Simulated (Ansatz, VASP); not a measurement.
Al16Cu8H in VASP and in Ansatz

```
Al Cu H
1.0
     0.00000    6.04994    4.88659
     6.04994    0.00000    4.88659
     6.04994    6.04994    0.00000
Al Cu H
16 8 1
Direct
  0.09892 0.91008 0.24524
  0.31396 0.18757 0.49886
  0.58757 0.40140 0.75530
  0.84583 0.65156 0.00109
  0.00397 0.49271 0.66443
  0.24780 0.73650 0.91704
  0.50389 0.99274 0.16498
  0.75947 0.24819 0.40553
  0.00396 0.49269 0.33851
  0.24783 0.73654 0.59807
  0.50393 0.99276 0.83808
  0.75946 0.24821 0.08629
  0.16285 0.33455 0.00109
  0.42135 0.58765 0.24523
  0.69885 0.80269 0.49886
  0.91265 0.07632 0.75529
  0.13057 0.11684 0.37727
  0.38077 0.36610 0.62502
  0.62810 0.61932 0.87479
  0.87734 0.86955 0.12772
  0.13058 0.11683 0.87484
  0.38081 0.36606 0.12768
  0.62812 0.61932 0.37731
  0.87737 0.86950 0.62497
  0.48430 0.97303 0.52000
```

Alike in both runs: task single point; functional r2SCAN; k mesh 2 × 2 × 2; occupations methfessel-paxton of order 1, width 0.1 eV; no spin polarisation.

|  | VASP | Ansatz |
| --- | --- | --- |
| version | VASP 6.6.1 | Ansatz 0.2.0 |
| potentials or method | VASP PAW PBE potentials, release 64 (Al, Cu, H), cutoff 580 eV | plane-wave PAW DFT |
| valence electrons in the cell | 137 | 201 |

|  | VASP | Ansatz | Ansatz less VASP |
| --- | --- | --- | --- |
| rms of the force components (eV/Å) | 0.030 | 0.030 | -0.0001 |

VASP's potentials were made for PBE, not for r2SCAN. Atom by atom the forces differ by 0.002 eV/Å (rms over components). VASP's potentials hold 137 valence electrons a cell and Ansatz's 201, so a difference there can come from the potentials and not from the codes.

The k mesh is coarse, so the values compare programs but aren't converged.
